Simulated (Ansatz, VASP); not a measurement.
Sn in VASP and in Ansatz

```xyz
2
Lattice="-2.9401 2.9401 1.5993 2.9401 -2.9401 1.5993 2.9401 2.9401 -1.5993" Properties=species:S:1:pos:R:3 pbc="T T T"
Sn    0.0000    0.0000    0.0000
Sn    0.0000    2.9401    0.7997
```

Alike in both runs: task relaxation of cell and atoms; functional PBE; dispersion D4; k mesh 9 × 9 × 9; occupations fermi-dirac, width 0.05 eV; no spin polarisation.

```csv
,VASP,Ansatz
version,VASP 6.6.1,Ansatz 0.2.0
potentials or method,"VASP PAW PBE potentials, release 64 (Sn_d), cutoff 600 eV","all-electron LAPW, scalar-relativistic"
```

```csv
,VASP,Ansatz,Ansatz less VASP
relaxed volume (Å³/atom),27.18,27.18,+0.006
relaxed cell length with the largest relative difference (Å),4.434,4.434,+0.0005
```

Ansatz ran all-electron here, and VASP with PAW potentials.
